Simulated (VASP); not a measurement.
# InSb (F-43m) in VASP: single point with r2SCAN

Aim: the single point of InSb with r2SCAN.

Everything below comes from runs of VASP 6.6.1. Logs are shortened: lines on timing, memory, paths and dates and some standing lists are left out, and cuts for length are marked.

### 1 The cell of the first run

It takes space group F-43m (No. 216, cubic). The conventional cell has a = 6.547 Å, b = 6.547 Å, c = 6.547 Å, α = 90.00°, β = 90.00°, γ = 90.00°. Within 3.7 Å of Sb (site symmetry -43m) lie 4 In at 2.84 Å. In (site symmetry -43m) has 4 Sb at 2.84 Å within 3.7 Å.

### 2 Single point, r2SCAN

Contents of POSCAR:

```
InSb
1.0
    0.0000000000      3.2736760000      3.2736760000
    3.2736760000      0.0000000000      3.2736760000
    3.2736760000      3.2736760000      0.0000000000
Sb In
1 1
Direct
    0.2500000000      0.2500000000      0.2500000000
    0.0000000000      0.0000000000      0.0000000000
```

Contents of INCAR.step1:

```
ALGO = Normal ; EDIFF = 1E-4
ENCUT = 520 ; GGA = PE
ISMEAR = -1 ; LASPH = True
LCHARG = False ; LREAL = False
LWAVE = True ; NBANDS = 16
NELM = 60 ; PREC = Accurate
SIGMA = 0.0821
```

Contents of INCAR.step2:

```
ALGO = Normal ; EDIFF = 1E-6
ENCUT = 520 ; ISIF = 2
ISMEAR = -1 ; ISTART = 1
LASPH = True ; LCHARG = True
LELF = True ; LMIXTAU = True
LREAL = False ; LVHAR = True
LWAVE = False ; METAGGA = R2SCAN
NBANDS = 16 ; NELM = 60
PREC = Accurate ; SIGMA = 0.0821
```

Contents of KPOINTS:

```
k-points
0
Gamma
  9 9 9
```

Potentials or basis: VASP PAW PBE potentials, release 64 (Sb, In_d).

The run is started by

```bash
cat potpaw_PBE.64/Sb/POTCAR potpaw_PBE.64/In_d/POTCAR > POTCAR
cp INCAR.step1 INCAR
mpirun -np 1 vasp_std > vasp.out
cp INCAR.step2 INCAR
mpirun -np 1 vasp_std > vasp.out
```

OUTCAR:

```text
EDIFF = 1E-6
   ENCUT = 520
   ISIF = 2
   ISMEAR = -1
   ISTART = 1
   LASPH = True
   LREAL = False
   METAGGA = R2SCAN
   NELM = 60
   PREC = Accurate

 ion  position               nearest neighbor table
   1  0.250  0.250  0.250-   2 2.84   2 2.84   2 2.84   2 2.84
   2  0.000  0.000  0.000-   1 2.84   1 2.84   1 2.84   1 2.84

  LATTYP: Found a face centered cubic cell.
 ALAT       =     6.5473520000

  Lattice vectors:

 A1 = (   0.0000000000,   3.2736760000,   3.2736760000)
 A2 = (   3.2736760000,   0.0000000000,   3.2736760000)
 A3 = (   3.2736760000,   3.2736760000,   0.0000000000)

Analysis of symmetry for initial positions (statically):
=====================================================================
 Subroutine PRICEL returns:
 Original cell was already a primitive cell.

 Routine SETGRP: Setting up the symmetry group for a
 face centered cubic supercell.

 Subroutine GETGRP returns: Found 24 space group operations
 (whereof 24 operations were pure point group operations)
 out of a pool of 48 trial point group operations.

The static configuration has the point symmetry T_d .

Analysis of symmetry for dynamics (positions and initial velocities):
=====================================================================
 Subroutine PRICEL returns:
 Original cell was already a primitive cell.

 Routine SETGRP: Setting up the symmetry group for a
 face centered cubic supercell.

 Subroutine GETGRP returns: Found 24 space group operations
 (whereof 24 operations were pure point group operations)
 out of a pool of 48 trial point group operations.

The dynamic configuration has the point symmetry T_d .

 Subroutine INISYM returns: Found 24 space group operations
 (whereof 24 operations are pure point group operations),
 and found     1 'primitive' translations

----------------------------------------------------------------------------------------

                                     Primitive cell

  volume of cell :      70.1677

  direct lattice vectors                    reciprocal lattice vectors
     0.000000000  3.273676000  3.273676000    -0.152733502  0.152733502  0.152733502
     3.273676000  0.000000000  3.273676000     0.152733502 -0.152733502  0.152733502
     3.273676000  3.273676000  0.000000000     0.152733502  0.152733502 -0.152733502

  length of vectors
     4.629676998  4.629676998  4.629676998     0.264542186  0.264542186  0.264542186

  position of ions in fractional coordinates (direct lattice)
     0.250000000  0.250000000  0.250000000
     0.000000000  0.000000000  0.000000000

[... 70 lines left out ...]
   ISPIN  =      1    spin polarized calculation?
   LNONCOLLINEAR =      F non collinear calculations
   LSORBIT =      F    spin-orbit coupling
   LASPH  =      T    aspherical Exc in radial PAW
   ENCUT  =  520.0 eV  38.22 Ry    6.18 a.u.   8.61  8.61  8.61*2*pi/ulx,y,z
   NELM   =     60;   NELMIN=  2; NELMDL=  0     # of ELM steps
   EDIFF  = 0.1E-05   stopping-criterion for ELM
   LREAL  =      F    real-space projection
   EDIFFG = 0.1E-04   stopping-criterion for IOM
   NSW    =      0    number of steps for IOM
   IBRION =     -1    ionic relax: 0-MD 1-quasi-New 2-CG
   NFREE  =      0    steps in history (QN), initial steepest desc. (CG)
   ISIF   =      2    stress and relaxation
   ISYM   =      2    0-nonsym 1-usesym 2-fastsym
   POTIM  = 0.5000    time-step for ionic-motion
   TEBEG  =    0.0;   TEEND  =   0.0 temperature during run
   PSTRESS=    0.0 pullay stress
   NELECT =      18.0000    total number of electrons
   NUPDOWN=      -1.0000    fix difference up-down
   EMIN   =  10.00;   EMAX   =-10.00  energy-range for DOS
   EFERMI =   0.00;   METHOD = LEGACY
   ISMEAR =    -1;   SIGMA  =   0.08  broadening in eV -4-tet -1-fermi 0-gaus
   EFERMI_NEDOS =   21; number of points for ismear=-14 and -15
   IALGO  =     38    algorithm
   IMIX   =      4    mixing-type and parameters
     AMIX     =   0.40;   BMIX     =  1.00
     AMIX_MAG =   1.60;   BMIX_MAG =  1.00
  volume/ion in A,a.u.               =      35.08       236.76
  Fermi-wavevector in a.u.,A,eV,Ry     =   1.040207  1.965707 14.721934  1.082032
  Thomas-Fermi vector in A             =   2.174773
   LORBIT       =      0    0 simple, 1 ext, 2 COOP (PROOUT), +10 PAW based schemes
   METAGGA = R2SCAN    functional components
   LHFCALC =     F    Hartree Fock is set to
   AEXX    =    0.0000 exact exchange contribution
   IVDW    =     0    specifies the selected vdW correction
   LEPSILON=     F    determine dielectric tensor
   LRPA    =     F    only Hartree local field effects (RPA)
 non-spin polarized calculation
  energy-cutoff  :      520.00
  volume of cell :       70.17
 maximum number of plane-waves:      1917
   NGX = 17   NGY = 17   NGZ = 17

 number of electron      17.9999998 magnetization

 Free energy of the ion-electron system (eV)
  ---------------------------------------------------
  ext. energy  EPLUGINS =         0.00000000
  ---------------------------------------------------
  free energy    TOTEN  =       -48.76698991 eV

  energy without entropy =      -48.76608362  energy(sigma->0) =      -48.76653677

 E-fermi :   4.7542     XC(G=0):  -9.1017

 val. band max:        4.6370834688   @ k =   0.0000   0.0000   0.0000
 cond. band min:       5.3837578796   @ k =   0.4444   0.0000   0.0000
 fundamental gap:      0.7466744108
 Fermi energy:         4.7541788618

 k-point     1 :       0.0000    0.0000    0.0000
  band No.  band energies     occupation
      1     -10.4389      2.00000
      2     -10.4389      2.00000
      3     -10.4389      2.00000
      4     -10.3464      2.00000
      5     -10.3464      2.00000
      6      -6.3269      2.00000
[... 433 lines left out ...]
      3     -10.3972      2.00000
      4     -10.3638      2.00000
      5     -10.3374      2.00000
      6      -4.4625      2.00000
[... 8 lines left out ...]
     15      15.0910      0.00000
     16      15.7694      0.00000

 [... further k-points ...]
[... 5 lines left out ...]
  --------------------------------------------------------------------------------------
  -------------------------------------------------------------------------------------
  Total        0.0759853      0.0759853      0.0759853      0.0000000      0.0000000      0.0000000
  in kB        1.7350155      1.7350155      1.7350155      0.0000000      0.0000000      0.0000000
  external PRESSURE =       1.7350155 kB  Pullay stress =       0.0000000 kB

 VOLUME and BASIS-vectors are now :
 -----------------------------------------------------------------------------
  energy-cutoff  :      520.00
  volume of cell :       70.17
      direct lattice vectors                 reciprocal lattice vectors
     0.000000000  3.273676000  3.273676000    -0.152733502  0.152733502  0.152733502
     3.273676000  0.000000000  3.273676000     0.152733502 -0.152733502  0.152733502
     3.273676000  3.273676000  0.000000000     0.152733502  0.152733502 -0.152733502

 POSITION                                       TOTAL-FORCE (eV/Angst)
 -----------------------------------------------------------------------------------
      1.63684      1.63684      1.63684         0.000000     -0.000000     -0.000000
      0.00000      0.00000      0.00000        -0.000000      0.000000      0.000000
 -----------------------------------------------------------------------------------
    total drift:                               -0.000001     -0.000001     -0.000001

  FREE ENERGIE OF THE ION-ELECTRON SYSTEM (eV)
  ---------------------------------------------------
  free  energy   TOTEN  =       -48.7669899100 eV

  energy  without entropy=      -48.7660836210  energy(sigma->0) =      -48.76653677
```

OUTCAR.step1:

```text
EDIFF = 1E-4
   ENCUT = 520
   GGA = PE
   ISMEAR = -1
   LASPH = True
[... 676 lines left out ...]
      1.63684      1.63684      1.63684        -0.000000      0.000000      0.000000
      0.00000      0.00000      0.00000         0.000000     -0.000000     -0.000000
 -----------------------------------------------------------------------------------
    total drift:                               -0.000000     -0.000000     -0.000000

  FREE ENERGIE OF THE ION-ELECTRON SYSTEM (eV)
  ---------------------------------------------------
  free  energy   TOTEN  =        -6.9375944861 eV

  energy  without entropy=       -6.9364172744  energy(sigma->0) =       -6.93700588
```

Run time: 100 s. Hardware: 1 thread of AMD EPYC 9R45 (Zen 5), shared host; peak memory 0.2 GiB.

What came out:

```
Free energy : -48.7670 eV
Pressure    : 0.2 GPa
```

Caveat: the PAW data sets were made with another functional, which shifts forces and pressure a little; spin-orbit coupling is left out, which moves the levels of the heavy elements.
